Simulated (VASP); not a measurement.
Here is a VASP 6.6.1 calculation.

File INCAR:

```
ALGO = Normal
EDIFF = 1E-6
ENCUT = 520
GGA = PE
ISIF = 2
ISMEAR = 0
LASPH = T
LCHARG = F
LREAL = F
LWAVE = F
NBANDS = 22
NELM = 80
PREC = Accurate
SIGMA = 0.1
```

The input KPOINTS:

```
k-points
0
Gamma
  4 4 4
```

POSCAR

```
Si2Br3
1.0
    5.7931155708      0.0000000000      0.0000000000
    0.0000000000      5.7931155708      0.0000000000
    0.0000000000      0.0000000000      5.0141615265
Si Br
2 3
Direct
    0.0000000000      0.0000000000      0.5000000000
    0.5000000000      0.5000000000      0.5000000000
    0.0000000000      0.0000000000      0.0000000000
    0.0000000000      0.5000000000      0.0000000000
    0.5000000000      0.0000000000      0.0000000000
```

Potentials or basis: VASP PAW PBE potentials, release 64 (Si, Br).

Command:

```console
$ cat potpaw_PBE.64/Si/POTCAR potpaw_PBE.64/Br/POTCAR > POTCAR
$ mpirun -np 1 vasp_std > vasp.out
```

(1) What does it give for the band gap on the k mesh?

(2) Predict the pressure.

## Answers

(1) zero (an odd number of electrons rules out a gap without spin polarisation).

(2) 0.0 GPa.

Caveat: an odd number of electrons without spin polarisation forces a metal; a magnetic or distorted state may lie lower.
